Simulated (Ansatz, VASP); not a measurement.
**LiH: VASP beside Ansatz**

```xyz
2
Lattice="0.0000 2.1451 2.1451 2.1451 0.0000 2.1451 2.1451 2.1451 0.0000" Properties=species:S:1:pos:R:3 pbc="T T T"
Li    0.0000    0.0000    0.0000
H     1.0726    1.0726    1.0726
```

Alike in both runs: task single point; functional PBEsol; k mesh 8 × 8 × 8; no spin polarisation.

|  | VASP | Ansatz |
| --- | --- | --- |
| version | VASP 6.6.1 | Ansatz 0.2.0 |
| potentials or method | VASP PAW PBE potentials, release 64 (Li_sv, H) | plane waves, PAW |
| plane-wave cutoff (eV) | 520 | 420 |
| occupations | gaussian, width 0.01 eV | fixed |
| valence electrons in the cell | 4 | 4 |

|  | VASP | Ansatz | Ansatz less VASP |
| --- | --- | --- | --- |
| gap on the k mesh at the Fermi level (eV) | 3.98 | 3.98 | -0.004 |

VASP's potentials were made for PBE, not for PBEsol.

Noted on VASP's run: the cutoff is under 1.25 times that of the potentials, so the pressure is a little rough.
